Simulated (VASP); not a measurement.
# HgTe (Coloradoite) (F-43m) in VASP: notebook

Runs on HgTe (Coloradoite). Level: PBEsol. Tasks: single point.

Everything below comes from runs of VASP 6.6.1. Logs are shortened: lines on timing, memory, paths and dates and some standing lists are left out, and cuts for length are marked.

### 1 The cell of the first run

It takes space group F-43m (No. 216, cubic). The conventional cell has a = 6.178 Å, b = 6.178 Å, c = 6.178 Å, α = 90.00°, β = 90.00°, γ = 90.00°. Within 3.5 Å of Hg (site symmetry -43m) lie 4 Te at 2.67 Å. Te (site symmetry -43m) has 4 Hg at 2.67 Å within 3.5 Å.

### 2 Single point, PBEsol

INCAR

```
ALGO = Normal
EDIFF = 1E-6
ENCUT = 520
GGA = PS
ISIF = 2
ISMEAR = -1
LASPH = True
LCHARG = False
LREAL = False
LWAVE = False
NBANDS = 16
NELM = 60
PREC = Accurate
SIGMA = 0.05
```

KPOINTS

```
k-points
0
Gamma
  7 7 7
```

POSCAR

```
HgTe
1.0
    0.0000000000      3.0888134920      3.0888134920
    3.0888134920      0.0000000000      3.0888134920
    3.0888134920      3.0888134920      0.0000000000
Hg Te
1 1
Direct
    0.0000000000      0.0000000000      0.0000000000
    0.7500000000      0.7500000000      0.7500000000
```

Potentials or basis: VASP PAW PBE potentials, release 64 (Hg, Te).

Command:

```sh
> cat potpaw_PBE.64/Hg/POTCAR potpaw_PBE.64/Te/POTCAR > POTCAR
> mpirun -np 1 vasp_std > vasp.out
```

OUTCAR:

```text
EDIFF = 1E-6
   ENCUT = 520
   GGA = PS
   ISIF = 2
   ISMEAR = -1
   LASPH = True
   LREAL = False
   NELM = 60
   PREC = Accurate

 ion  position               nearest neighbor table
   1  0.000  0.000  0.000-   2 2.67   2 2.67   2 2.67   2 2.67
   2  0.750  0.750  0.750-   1 2.67   1 2.67   1 2.67   1 2.67

  LATTYP: Found a face centered cubic cell.
 ALAT       =     6.1776269840

  Lattice vectors:

 A1 = (   0.0000000000,   3.0888134920,   3.0888134920)
 A2 = (   3.0888134920,   0.0000000000,   3.0888134920)
 A3 = (   3.0888134920,   3.0888134920,   0.0000000000)

Analysis of symmetry for initial positions (statically):
=====================================================================
 Subroutine PRICEL returns:
 Original cell was already a primitive cell.

 Routine SETGRP: Setting up the symmetry group for a
 face centered cubic supercell.

 Subroutine GETGRP returns: Found 24 space group operations
 (whereof 24 operations were pure point group operations)
 out of a pool of 48 trial point group operations.

The static configuration has the point symmetry T_d .

Analysis of symmetry for dynamics (positions and initial velocities):
=====================================================================
 Subroutine PRICEL returns:
 Original cell was already a primitive cell.

 Routine SETGRP: Setting up the symmetry group for a
 face centered cubic supercell.

 Subroutine GETGRP returns: Found 24 space group operations
 (whereof 24 operations were pure point group operations)
 out of a pool of 48 trial point group operations.

The dynamic configuration has the point symmetry T_d .

 Subroutine INISYM returns: Found 24 space group operations
 (whereof 24 operations are pure point group operations),
 and found     1 'primitive' translations

----------------------------------------------------------------------------------------

                                     Primitive cell

  volume of cell :      58.9393

  direct lattice vectors                    reciprocal lattice vectors
     0.000000000  3.088813492  3.088813492    -0.161874455  0.161874455  0.161874455
     3.088813492  0.000000000  3.088813492     0.161874455 -0.161874455  0.161874455
     3.088813492  3.088813492  0.000000000     0.161874455  0.161874455 -0.161874455

  length of vectors
     4.368241932  4.368241932  4.368241932     0.280374780  0.280374780  0.280374780

  position of ions in fractional coordinates (direct lattice)
     0.000000000  0.000000000  0.000000000
[... 72 lines left out ...]
   NELM   =     60;   NELMIN=  2; NELMDL= -5     # of ELM steps
   EDIFF  = 0.1E-05   stopping-criterion for ELM
   LREAL  =      F    real-space projection
   EDIFFG = 0.1E-04   stopping-criterion for IOM
   NSW    =      0    number of steps for IOM
   IBRION =     -1    ionic relax: 0-MD 1-quasi-New 2-CG
   NFREE  =      0    steps in history (QN), initial steepest desc. (CG)
   ISIF   =      2    stress and relaxation
   ISYM   =      2    0-nonsym 1-usesym 2-fastsym
   POTIM  = 0.5000    time-step for ionic-motion
   TEBEG  =    0.0;   TEEND  =   0.0 temperature during run
   PSTRESS=    0.0 pullay stress
   NELECT =      18.0000    total number of electrons
   NUPDOWN=      -1.0000    fix difference up-down
   EMIN   =  10.00;   EMAX   =-10.00  energy-range for DOS
   EFERMI =   0.00;   METHOD = LEGACY
   ISMEAR =    -1;   SIGMA  =   0.05  broadening in eV -4-tet -1-fermi 0-gaus
   EFERMI_NEDOS =   21; number of points for ismear=-14 and -15
   IALGO  =     38    algorithm
   IMIX   =      4    mixing-type and parameters
     AMIX     =   0.40;   BMIX     =  1.00
     AMIX_MAG =   1.60;   BMIX_MAG =  1.00
  volume/ion in A,a.u.               =      29.47       198.87
  Fermi-wavevector in a.u.,A,eV,Ry     =   1.102463  2.083353 16.536853  1.215424
  Thomas-Fermi vector in A             =   2.238906
   LORBIT       =      0    0 simple, 1 ext, 2 COOP (PROOUT), +10 PAW based schemes
   GGA     = PS    functional components
   LHFCALC =     F    Hartree Fock is set to
   AEXX    =    0.0000 exact exchange contribution
   IVDW    =     0    specifies the selected vdW correction
   LEPSILON=     F    determine dielectric tensor
   LRPA    =     F    only Hartree local field effects (RPA)
 non-spin polarized calculation
  energy-cutoff  :      520.00
  volume of cell :       58.94
 maximum number of plane-waves:      1600
   NGX = 17   NGY = 17   NGZ = 17

 number of electron      17.9999998 magnetization

 Free energy of the ion-electron system (eV)
  ---------------------------------------------------
  ext. energy  EPLUGINS =         0.00000000
  ---------------------------------------------------
  free energy    TOTEN  =        -4.09295447 eV

  energy without entropy =       -4.09235912  energy(sigma->0) =       -4.09265679

 E-fermi :   4.5669     XC(G=0):  -9.5697

 val. band max:        4.5308997182   @ k =   0.0000   0.0000   0.0000
 cond. band min:       5.1795306527   @ k =   0.4286   0.0000   0.0000
 fundamental gap:      0.6486309345
 Fermi energy:         4.5669197073

 k-point     1 :       0.0000    0.0000    0.0000
  band No.  band energies     occupation
      1      -8.6033      2.00000
      2      -3.7355      2.00000
      3      -3.7355      2.00000
      4      -3.7355      2.00000
      5      -3.0189      2.00000
      6      -3.0189      2.00000
[... 357 lines left out ...]
      3      -3.3814      2.00000
      4      -3.1250      2.00000
      5      -3.0531      2.00000
      6      -2.3069      2.00000
[... 8 lines left out ...]
     15      14.7906      0.00000
     16      16.7439      0.00000

------------------------ aborting loop because EDIFF is reached ----------------------------------------

  FORCE on cell =-STRESS in cart. coord.  units (eV):
  Direction    XX          YY          ZZ          XY          YZ          ZX
  --------------------------------------------------------------------------------------
  -------------------------------------------------------------------------------------
  Total        3.7484382      3.7484382      3.7484382      0.0000000      0.0000000     -0.0000000
  in kB      101.8957068    101.8957068    101.8957068      0.0000000      0.0000000     -0.0000000
  external PRESSURE =     101.8957068 kB  Pullay stress =       0.0000000 kB

 VOLUME and BASIS-vectors are now :
 -----------------------------------------------------------------------------
  energy-cutoff  :      520.00
  volume of cell :       58.94
      direct lattice vectors                 reciprocal lattice vectors
     0.000000000  3.088813492  3.088813492    -0.161874455  0.161874455  0.161874455
     3.088813492  0.000000000  3.088813492     0.161874455 -0.161874455  0.161874455
     3.088813492  3.088813492  0.000000000     0.161874455  0.161874455 -0.161874455

 POSITION                                       TOTAL-FORCE (eV/Angst)
 -----------------------------------------------------------------------------------
      0.00000      0.00000      0.00000        -0.000000     -0.000000     -0.000000
      4.63322      4.63322      4.63322         0.000000      0.000000      0.000000
 -----------------------------------------------------------------------------------
    total drift:                                0.000000      0.000000      0.000000

  FREE ENERGIE OF THE ION-ELECTRON SYSTEM (eV)
  ---------------------------------------------------
  free  energy   TOTEN  =        -4.0929544655 eV

  energy  without entropy=       -4.0923591174  energy(sigma->0) =       -4.09265679
```

OSZICAR:

```text
N       E                     dE             d eps       ncg     rms          rms(c)
DAV:   1     0.108035051636E+03    0.10804E+03   -0.84353E+03   640   0.100E+03
DAV:   2    -0.822636482711E+00   -0.10886E+03   -0.10182E+03   720   0.234E+02
DAV:   3    -0.433446144755E+01   -0.35118E+01   -0.35019E+01   824   0.438E+01
DAV:   4    -0.436493116576E+01   -0.30470E-01   -0.30467E-01   904   0.370E+00
DAV:   5    -0.436500555038E+01   -0.74385E-04   -0.74384E-04   856   0.161E-01    0.104E+01
DAV:   6    -0.411195055457E+01    0.25305E+00   -0.47996E-01   744   0.101E+01    0.787E+00
DAV:   7    -0.409569762991E+01    0.16253E-01   -0.12785E-01   736   0.262E+00    0.248E+00
DAV:   8    -0.409317208678E+01    0.25255E-02   -0.15910E-02   696   0.153E+00    0.706E-01
DAV:   9    -0.409294662106E+01    0.22547E-03   -0.78942E-04   856   0.320E-01    0.188E-01
DAV:  10    -0.409294956370E+01   -0.29426E-05   -0.78439E-05   760   0.778E-02    0.544E-02
DAV:  11    -0.409295702222E+01   -0.74585E-05   -0.27045E-05   784   0.510E-02    0.499E-02
DAV:  12    -0.409295461269E+01    0.24095E-05   -0.50897E-06   688   0.257E-02    0.180E-02
DAV:  13    -0.409295446548E+01    0.14721E-06   -0.78935E-07   464   0.479E-03
   1 F= -.40929545E+01 E0= -.40926568E+01  d E =-.595348E-03
```

stdout:

```text
POSCAR found type information on POSCAR HgTe
 POSCAR found :  2 types and       2 ions
 scaLAPACK will be used
 -----------------------------------------------------------------------------
|                                                                             |
|                                                                             |
|     You enforced a specific xc type in the INCAR file but a different       |
|     I HOPE YOU KNOW WHAT YOU ARE DOING!                                     |
|                                                                             |
 -----------------------------------------------------------------------------

 LDA part: xc-table for (Slater+PW92), standard interpolation
 POSCAR, INCAR and KPOINTS ok, starting setup
 FFT: planning ... GRIDC
 FFT: planning ... GRID_SOFT
 FFT: planning ... GRID
 WAVECAR not read
 entering main loop
```

Run time: 13 s. Hardware: 1 thread of Intel Xeon 6455B, shared host; peak memory 0.18 GiB.

What came out:

```
Free energy            : -4.0930 eV
Pressure               : 10.2 GPa
Band gap on the k mesh : zero (filled and empty bands touch)
```

Levels at points of the mesh, in eV from the Fermi level:
```csv
k point,band 6,band 7,band 8,band 9,band 10,band 11,band 12,band 13
"(0.00, 0.00, 0.00)",-7.59,-0.50,-0.04,-0.04,-0.04,3.85,3.85,3.85
```

Caveat: the PAW data sets were made with another functional, which shifts forces and pressure a little; spin-orbit coupling is left out, which moves the levels of the heavy elements.

### 3 Single point, PBEsol

This run uses another cell than the first one, of 31.41 Å³/atom, 1.066 times its volume.

INCAR

```
SYSTEM = HgTe
  ALGO = Normal
  EDIFF = 1E-6
  ENCUT = 520
  GGA = PS
  ISIF = 2
  ISMEAR = -1
  LASPH = .TRUE.
  LCHARG = .TRUE.
  LELF = .TRUE.
  LREAL = .FALSE.
  LVHAR = .TRUE.
  LWAVE = .FALSE.
  NBANDS = 16
  NELM = 80
  PREC = Accurate
  SIGMA = 0.05
```

KPOINTS

```
k-points
0
G
  7 7 7
  0 0 0
```

POSCAR

```
HgTe
1.0
    0.0000000000      3.1552009152      3.1552009152
    3.1552009152      0.0000000000      3.1552009152
    3.1552009152      3.1552009152      0.0000000000
Hg Te
1 1
Direct
    0.0000000000      0.0000000000      0.0000000000
    0.7500000000      0.7500000000      0.7500000000
```

Potentials or basis: VASP PAW PBE potentials, release 64 (Hg, Te).

Command:

```sh
> cat potpaw_PBE.64/Hg/POTCAR potpaw_PBE.64/Te/POTCAR > POTCAR
> mpirun -np 1 vasp_std > vasp.out
```

Wall time 21 s (1 thread of Intel Xeon 6455B, shared host); peak memory 0.21 GiB.

Results (log left out):

* Free energy: -4.2771 eV
* Pressure: 5.2 GPa
* Band gap on the k mesh: zero (filled and empty bands touch)

Levels at points of the mesh, in eV from the Fermi level:
```tsv
k point	band 6	band 7	band 8	band 9	band 10	band 11	band 12	band 13
(0.00, 0.00, 0.00)	-7.22	-0.67	-0.04	-0.04	-0.04	4.00	4.00	4.00
```

Caveat: the PAW data sets were made with another functional, which shifts forces and pressure a little; spin-orbit coupling is left out, which moves the levels of the heavy elements.
